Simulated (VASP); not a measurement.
# I (Fmmm) in VASP: elastic constants with PBEsol

Aim: the elastic constants of I with PBEsol.

Program: VASP 6.6.1. These are calculated values, not measurements. Logs are shortened: lines on timing, memory, paths and dates and some standing lists are left out, and cuts for length are marked.

### 1 The cell of the first run

The structure is orthorhombic, space group Fmmm (No. 69). Conventional cell: a = 4.384 Å, b = 4.731 Å, c = 7.820 Å, α = 90.00°, β = 90.00°, γ = 90.00°. Within 4.2 Å of I (site symmetry mmm) lie 4 I at 3.23 Å.

### 2 Elastic constants, PBEsol

Input file INCAR:

```
PREC = Accurate
ENCUT = 600
EDIFF = 1E-8
ISMEAR = -1
SIGMA = 0.05
LREAL = False
LASPH = True
NELM = 80
ALGO = Normal
ISIF = 3
LWAVE = False
LCHARG = True
GGA = PS
IBRION = 6
NFREE = 2
POTIM = 0.015
NSW = 1
```

Input file KPOINTS:

```
regular mesh
0
Gamma
  7 7 7
```

Input file POSCAR:

```
I
1.0
    0.0000000000      2.3656004428      3.9098401324
    2.1922454667      0.0000000000      3.9098401324
    2.1922454667      2.3656004428      0.0000000000
I
1
Direct
    0.0000000000      0.0000000000      0.0000000000
```

Potentials or basis: VASP PAW PBE potentials, release 64 (I).

On the command line:

```console
$ cat potpaw_PBE.64/I/POTCAR > POTCAR
$ mpirun -np 1 vasp_std > vasp.out
```

OUTCAR:

```text
PREC = Accurate
   ENCUT = 600
   EDIFF = 1E-8
   ISMEAR = -1
   LREAL = False
   LASPH = True
   NELM = 80
   ISIF = 3
   GGA = PS
   IBRION = 6
   NFREE = 2
   POTIM = 0.015
   NSW = 1

 ion  position               nearest neighbor table
   1  0.000  0.000  0.000-

  LATTYP: Found a face centered orthorhombic cell.
 ALAT       =     4.3844909334
 B/A-ratio  =     1.0790764441
 C/A-ratio  =     1.7834864717

  Lattice vectors:

 A1 = (   0.0000000000,   2.3656004428,   3.9098401324)
 A2 = (   2.1922454667,   0.0000000000,   3.9098401324)
 A3 = (   2.1922454667,   2.3656004428,   0.0000000000)

Analysis of symmetry for initial positions (statically):
=====================================================================
 Subroutine PRICEL returns:
 Original cell was already a primitive cell.

 Routine SETGRP: Setting up the symmetry group for a
 face centered orthorhombic supercell.

 Subroutine GETGRP returns: Found  8 space group operations
 (whereof  8 operations were pure point group operations)
 out of a pool of  8 trial point group operations.

The static configuration has the point symmetry D_2h.

Analysis of symmetry for dynamics (positions and initial velocities):
=====================================================================
 Subroutine PRICEL returns:
 Original cell was already a primitive cell.

 Routine SETGRP: Setting up the symmetry group for a
 face centered orthorhombic supercell.

 Subroutine GETGRP returns: Found  8 space group operations
 (whereof  8 operations were pure point group operations)
 out of a pool of  8 trial point group operations.

The dynamic configuration has the point symmetry D_2h.

 Subroutine INISYM returns: Found  8 space group operations
 (whereof  8 operations are pure point group operations),
 and found     1 'primitive' translations

----------------------------------------------------------------------------------------

                                     Primitive cell

  volume of cell :      40.5527

  direct lattice vectors                    reciprocal lattice vectors
     0.000000000  2.365600443  3.909840132    -0.228076649  0.211362828  0.127882467
     2.192245467  0.000000000  3.909840132     0.228076649 -0.211362828  0.127882467
     2.192245467  2.365600443  0.000000000     0.228076649  0.211362828 -0.127882467

  length of vectors
     4.569782852  4.482498193  3.225214046     0.336224818  0.336224818  0.336224818

  position of ions in fractional coordinates (direct lattice)
     0.000000000  0.000000000  0.000000000

  ion indices of the primitive-cell ions
   primitive index   ion index
                 1           1

----------------------------------------------------------------------------------------

 KPOINTS: regular mesh

Automatic generation of k-mesh.
 Grid dimensions read from file:
 generate k-points for:    7    7    7

 Generating k-lattice:

  Cartesian coordinates                     Fractional coordinates (reciprocal lattice)
    -0.032582378  0.030194690  0.018268924     0.142857143  0.000000000  0.000000000
     0.032582378 -0.030194690  0.018268924     0.000000000  0.142857143  0.000000000
     0.032582378  0.030194690 -0.018268924     0.000000000  0.000000000  0.142857143

  Length of vectors
     0.048032117  0.048032117  0.048032117
[... 94 lines left out ...]

 number of electron       6.9999999 magnetization

 Free energy of the ion-electron system (eV)
  ---------------------------------------------------
  ext. energy  EPLUGINS =         0.00000000
  ---------------------------------------------------
  free energy    TOTEN  =        -1.61313992 eV

  energy without entropy =       -1.60702247  energy(sigma->0) =       -1.61008119

------------------------ aborting loop because EDIFF is reached ----------------------------------------

  FORCE on cell =-STRESS in cart. coord.  units (eV):
  Direction    XX          YY          ZZ          XY          YZ          ZX
  --------------------------------------------------------------------------------------
  -------------------------------------------------------------------------------------
  Total       -0.3907036     -0.5143489     -0.0788195     -0.0000000      0.0000000      0.0000000
  in kB      -15.4361316    -20.3211771     -3.1140433     -0.0000000      0.0000000      0.0000000
  external PRESSURE =     -12.9571173 kB  Pullay stress =       0.0000000 kB
[... 86 lines left out ...]
  FREE ENERGIE OF THE ION-ELECTRON SYSTEM (eV)
  ---------------------------------------------------
  free  energy   TOTEN  =        -1.6175610530 eV

  energy  without entropy=       -1.6107098034  energy(sigma->0) =       -1.61413543

[... ionic steps 4 to 16 ...]

--------------------------------------- Ionic step       17  -------------------------------------------

 number of electron       7.0000000 magnetization

------------------------ aborting loop because EDIFF is reached ----------------------------------------
[... 65 lines left out ...]
--------------------------------------- Ionic step       19  -------------------------------------------

 number of electron       7.0000000 magnetization

 Free energy of the ion-electron system (eV)
  ---------------------------------------------------
  ext. energy  EPLUGINS =         0.00000000
  ---------------------------------------------------
  free energy    TOTEN  =        -1.61314030 eV

  energy without entropy =       -1.60702286  energy(sigma->0) =       -1.61008158

 E-fermi :   3.2711     XC(G=0):  -8.4441

 val. band max:        3.2689900935   @ k =  -0.4286   0.2857   0.1429
 cond. band min:       3.3346078215   @ k =   0.4286   0.1429   0.1429
 fundamental gap:      0.0656177280
 Fermi energy:         3.2710737510

 k-point     1 :       0.0000    0.0000    0.0000
  band No.  band energies     occupation
      1     -10.5308      2.00000
      2       1.4456      2.00000
      3       4.1428      0.00000
      4       4.4335      0.00000
      5       7.7503      0.00000
      6      10.8420      0.00000
      7      11.4773      0.00000
[... 221 lines left out ...]
 k-point    24 :       0.2857    0.1429    0.1429
  band No.  band energies     occupation
      1     -10.1015      2.00000
      2       1.2180      2.00000
      3       2.8038      1.99983
      4       2.9886      1.99298
      5       9.1500      0.00000
      6      12.7744      0.00000
      7      12.8304      0.00000

 [... further k-points ...]

------------------------ aborting loop because EDIFF is reached ----------------------------------------

  FORCE on cell =-STRESS in cart. coord.  units (eV):
  Direction    XX          YY          ZZ          XY          YZ          ZX
  --------------------------------------------------------------------------------------
  -------------------------------------------------------------------------------------
  Total       -0.3907261     -0.5143788     -0.0788359      0.0000000      0.0000000      0.0000000
  in kB      -15.4370202    -20.3223571     -3.1146912      0.0000000      0.0000000      0.0000000
  external PRESSURE =     -12.9580228 kB  Pullay stress =       0.0000000 kB
[... 16 lines left out ...]
  FREE ENERGIE OF THE ION-ELECTRON SYSTEM (eV)
  ---------------------------------------------------
  free  energy   TOTEN  =        -1.6131403040 eV

  energy  without entropy=       -1.6070228552  energy(sigma->0) =       -1.61008158

 INTERNAL STRAIN TENSORS FROM STRAINED CELLS
 ============================================

 INTERNAL STRAIN TENSOR FOR ION    1 for displacements in x,y,z  (eV/Angst):
          X           Y           Z          XY          YZ          ZX
  --------------------------------------------------------------------------------
  x     0.00000    -0.00000    -0.00000     0.00000     0.00000    -0.00000
  y    -0.00000     0.00000     0.00000     0.00000     0.00000    -0.00000
  z     0.00000     0.00000     0.00000     0.00000     0.00000     0.00000

 INTERNAL STRAIN TENSORS FROM DISPLACED ATOMS
 ============================================

 INTERNAL STRAIN TENSOR FOR ION    1 for displacements in x,y,z  (eV/Angst):
          X           Y           Z          XY          YZ          ZX
  --------------------------------------------------------------------------------
  x     0.00000     0.00000     0.00000     0.00000     0.00000     0.00000
  y     0.00000     0.00000     0.00000     0.00000     0.00000     0.00000
  z     0.00000     0.00000     0.00000     0.00000     0.00000     0.00000

 Eigenvectors and eigenvalues of the dynamical matrix
 ----------------------------------------------------

   1 f  =    0.000000 THz     0.000000 2PiTHz    0.000000 cm-1     0.000000 meV
             X         Y         Z           dx          dy          dz
      0.000000  0.000000  0.000000     1.000000    0.000000    0.000000

   2 f  =    0.000000 THz     0.000000 2PiTHz    0.000000 cm-1     0.000000 meV
             X         Y         Z           dx          dy          dz
      0.000000  0.000000  0.000000     0.000000    0.000000    1.000000

   3 f/i=    0.000000 THz     0.000000 2PiTHz    0.000000 cm-1     0.000000 meV
             X         Y         Z           dx          dy          dz
      0.000000  0.000000  0.000000     0.000000    1.000000    0.000000

--------------------------------------------------------------------------------------------------------

 ELASTIC MODULI CONTR FROM IONIC RELAXATION (kBar)
 Direction    XX          YY          ZZ          XY          YZ          ZX
 --------------------------------------------------------------------------------
 XX           0.0000      0.0000      0.0000      0.0000      0.0000      0.0000
 YY           0.0000      0.0000      0.0000      0.0000      0.0000      0.0000
 ZZ           0.0000      0.0000      0.0000      0.0000      0.0000      0.0000
 XY           0.0000      0.0000      0.0000      0.0000      0.0000      0.0000
 YZ           0.0000      0.0000      0.0000      0.0000      0.0000      0.0000
 ZX           0.0000      0.0000      0.0000      0.0000      0.0000      0.0000
 --------------------------------------------------------------------------------

 TOTAL ELASTIC MODULI (kBar)
 Direction    XX          YY          ZZ          XY          YZ          ZX
 --------------------------------------------------------------------------------
 XX         520.9486    453.4040      0.5331      0.0000      0.0000      0.0000
 YY         453.4040    683.2731    -17.6214      0.0000      0.0000      0.0000
 ZZ           0.5331    -17.6214     65.8067      0.0000      0.0000      0.0000
 XY           0.0000      0.0000      0.0000    175.4753      0.0000      0.0000
 YZ           0.0000      0.0000      0.0000      0.0000     38.3897      0.0000
 ZX           0.0000      0.0000      0.0000      0.0000      0.0000     33.1561
 --------------------------------------------------------------------------------
```

It took 10 min on 1 thread of Intel Xeon 8259CL, shared host; peak memory 0.23 GiB.

What came out:

```
Voigt bulk modulus : 24 GPa
```

Elastic tensor in Voigt notation (GPa, in the Cartesian axes of the cell as first typed):
```
52 45  0  0  0  0
45 68 -2  0  0  0
 0 -2  7  0  0  0
 0  0  0  4  0  0
 0  0  0  0  3  0
 0  0  0  0  0 18
```

Clamped-ion elastic tensor (GPa):
```
52 45  0  0  0  0
45 68 -2  0  0  0
 0 -2  7  0  0  0
 0  0  0  4  0  0
 0  0  0  0  3  0
 0  0  0  0  0 18
```

Caveat: the cell is under stress, which shifts elastic constants; the PAW data sets were made with another functional, which shifts forces and pressure a little; spin-orbit coupling is left out, which moves the levels of the heavy elements.
